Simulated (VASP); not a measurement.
Input of a VASP 6.6.1 run:

Contents of INCAR:

```
PREC = Accurate
ENCUT = 500
EDIFF = 1E-6
ISMEAR = 0
SIGMA = 0.1
LREAL = False
LASPH = True
NELM = 120
ALGO = Normal
ISIF = 2
LWAVE = False
LCHARG = True
GGA = PS
LELF = True
LVHAR = True
NBANDS = 11
GGA_COMPAT = False
```

The input KPOINTS:

```
Automatic mesh
0
Gamma
  6 6 6
```

Contents of POSCAR:

```
Ba
1.0
    3.9177175405      0.0000000000      0.0000000000
    0.0000000000      3.9177175405      0.0000000000
    0.0000000000      0.0000000000      3.9177175405
Ba
1
Direct
    0.0000000000      0.0000000000      0.0000000000
```

Potentials or basis: VASP PAW PBE potentials, release 64 (Ba_sv).

Launch:

```sh
$ cat potpaw_PBE.64/Ba_sv/POTCAR > POTCAR
$ mpirun -np 1 vasp_std > vasp.out
```

Question: Predict the pressure.

Answer: -0.6 GPa.

Question: What does it give for the band gap on the k mesh?

Answer: Zero (band 5 reaches 1.72 eV, above the bottom of band 6 at 1.56 eV).

Caveat: the PAW data sets were made with another functional, which shifts forces and pressure a little; spin-orbit coupling is left out, which moves the levels of the heavy elements.
